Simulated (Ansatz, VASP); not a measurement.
# Two plane-wave programs on PPb2

The input INCAR:

```
SYSTEM = PPb2
PREC = Accurate
ENCUT = 600
EDIFF = 1E-6
ISMEAR = 0
SIGMA = 0.1
LREAL = .False.
LASPH = .True.
NELM = 80
ALGO = Normal
ISIF = 3
LWAVE = .False.
LCHARG = .False.
GGA = PE
IBRION = 2
NSW = 90
EDIFFG = -0.04
```

The input KPOINTS:

```
regular mesh
0
Gamma
  4 4 4
  0 0 0
```

Contents of POSCAR:

```
PPb2
1.0
    0.0000000000      3.3805275785      3.3805275785
    3.3805275785      0.0000000000      3.3805275785
    3.3805275785      3.3805275785      0.0000000000
P Pb
1 2
Direct
    0.0000000000      0.0000000000      0.0000000000
    0.2500000000      0.2500000000      0.2500000000
    0.7500000000      0.7500000000      0.7500000000
```

Input for Ansatz:

```yaml
crystal:
  lattice:
    - [0.0, 3.3805275785, 3.3805275785]
    - [3.3805275785, 0.0, 3.3805275785]
    - [3.3805275785, 3.3805275785, 0.0]
  atoms:
    - { symbol: P, position: [0.0, 0.0, 0.0] }
    - { symbol: Pb, position: [0.25, 0.25, 0.25] }
    - { symbol: Pb, position: [0.75, 0.75, 0.75] }
basis:
  ecutwfc: 420
kpoints:
  mp_grid: { grid: [4, 4, 4] }
hamiltonian:
  xc: pbe
scf:
  occupations: { method: gaussian, width: 0.1 }
  lower_state_search: "off"
output:
  forces: true
  stress: true
  eigenvalues: true
relax:
  adjacent_minimum: "off"
  f_tol: 0.04
  max_steps: 70
  cell: { stress_tol: 0.4 }
```

Alike in both runs: task relaxation of cell and atoms; functional PBE; k mesh 4 × 4 × 4; occupations gaussian, width 0.1 eV; no spin polarisation.

|  | VASP | Ansatz |
| --- | --- | --- |
| version | VASP 6.6.1 | Ansatz 0.2.0 |
| potentials or method | VASP PAW PBE potentials, release 64 (P, Pb_d), cutoff 600 eV | scalar-relativistic, plane waves, PAW |
| valence electrons in the cell | 33 | 33 |

Ansatz gave:

| Item | Value |
| --- | --- |
| gap on the k mesh at the Fermi level, each at its own relaxed structure (eV) | none |
| relaxed volume (Å³/atom) | 29.98 |
| relaxed cell length with the largest relative difference (Å) | 5.029 |

**Question.** What did VASP give for the same quantities?

**Answer.** gap on the k mesh at the Fermi level, each at its own relaxed structure (eV): none; relaxed volume (Å³/atom): 30.02; relaxed cell length with the largest relative difference (Å): 5.031.

A gap of «none» marks a metal or a gap that the smearing closes.

The k mesh is coarse, so the values compare programs but aren't converged. Spin-orbit coupling is off throughout. Noted on VASP's run: the volume moved by over 15 % at a fixed basis, so the end points are rough.
